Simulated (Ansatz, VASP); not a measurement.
C: VASP beside Ansatz

```
C
1.0
    -2.49458   -1.42797    3.43050
     2.36630   -1.40843    3.34464
    -0.04722    2.85246    3.39437
C
8
Direct
  0.20271 0.14095 0.15764
  0.64214 0.69441 0.14948
  0.64638 0.14440 0.71493
  0.13594 0.67725 0.67268
  0.87851 0.81551 0.84065
  0.31530 0.36721 0.83032
  0.30650 0.83924 0.34909
  0.87251 0.32104 0.28521
```

Change from the starting cell: all atoms moved at random (sigma 0.1 Å a component), cell strained at random (sigma 0.01).

Alike in both runs: task single point; functional r2SCAN; k mesh 6 × 6 × 6; occupations gaussian, width 0.05 eV; no spin polarisation.

|  | VASP | Ansatz |
| --- | --- | --- |
| version | VASP 6.6.1 | Ansatz 0.2.0 |
| potentials or method | VASP PAW PBE potentials, release 64 (C), cutoff 520 eV | scalar-relativistic, plane waves, PAW |
| valence electrons in the cell | 32 | 32 |

VASP gave:

| Item | Value |
| --- | --- |
| gap on the k mesh at the Fermi level (eV) | 0.71 |
| least direct gap on the mesh (eV) | 0.72 |
| pressure (GPa) | 23.0 |
| traceless stress, the component that is largest in VASP (GPa) | -22.30 |
| rms of the force components (eV/Å) | 7.811 |

Estimate Ansatz's values.

gap on the k mesh at the Fermi level (eV): 0.71; least direct gap on the mesh (eV): 0.72; pressure (GPa): 22.4; traceless stress, the component that is largest in VASP (GPa): -21.53; rms of the force components (eV/Å): 7.780.

VASP's potentials were made for PBE, not for r2SCAN. Atom by atom the forces differ by 0.052 eV/Å (rms over components). The functional is the same, so the differences come from potentials, cutoffs and numerics.
